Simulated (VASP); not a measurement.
Set up this calculation in VASP 6.6.1, as the native input.

```yaml
Task: single point
Functional: LDA
Potentials_or_basis: VASP PAW LDA potentials, release 64 (Cs_sv, Ti_sv, Cl)
Cutoff: 500 eV
k_mesh: 5 × 5 × 5
Occupations: methfessel-paxton, width 0.05 eV
Spin: no spin polarisation
Dipole_correction: no
Further_INCAR_settings: ALGO = Normal; EDIFF = 1e-06; NBANDS = 53
```

The structure of CsTiCl3 lies in POSCAR:

```
CsTiCl3
1.0
    7.1949313628      0.0000000000      0.0000000000
   -3.5974656814      6.2309933387      0.0000000000
    0.0000000000      0.0000000000      5.3354019600
Cs Ti Cl
2 2 6
Direct
    0.6666666667      0.3333333333      0.2500000000
    0.3333333333      0.6666666667      0.7500000000
    0.0000000000      0.0000000000      0.5000000000
    0.0000000000      0.0000000000      0.0000000000
    0.8353290218      0.6706580436      0.7500000000
    0.1646709782      0.8353290218      0.2500000000
    0.6706580436      0.8353290218      0.2500000000
    0.3293419564      0.1646709782      0.7500000000
    0.1646709782      0.3293419564      0.2500000000
    0.8353290218      0.1646709782      0.7500000000
```

The input as run:

INCAR

```
SYSTEM = CsTiCl3
PREC = Accurate
ENCUT = 500
EDIFF = 1E-6
ISMEAR = 1
SIGMA = 0.05
LREAL = .False.
LASPH = .True.
NELM = 120
ALGO = Normal
ISIF = 2
LWAVE = .False.
LCHARG = .False.
NBANDS = 53
GGA_COMPAT = .False.
```

KPOINTS

```
Automatic mesh
0
Gamma
  5 5 5
  0 0 0
```

Potentials or basis: VASP PAW LDA potentials, release 64 (Cs_sv, Ti_sv, Cl).

Command:

```sh
$ cat potpaw_LDA.64/Cs_sv/POTCAR potpaw_LDA.64/Ti_sv/POTCAR potpaw_LDA.64/Cl/POTCAR > POTCAR
$ mpirun -np 1 vasp_std > vasp.out
```

Results of the run:

* Pressure: 0.1 GPa
* Largest force: 0.021 eV/Å
* Band gap on the k mesh: zero (band 42 reaches 5.37 eV, above the bottom of band 43 at 4.86 eV)

Caveat: spin-orbit coupling is left out, which moves the levels of the heavy elements; semilocal functionals often make such compounds metallic where correlation or magnetic order opens a gap, which also shifts bond lengths.

Wall time 2.4 min on 1 thread of Intel(R) Xeon(R) Platinum 8488C (Sapphire Rapids), with other jobs on the host, peak memory 0.35 GiB.
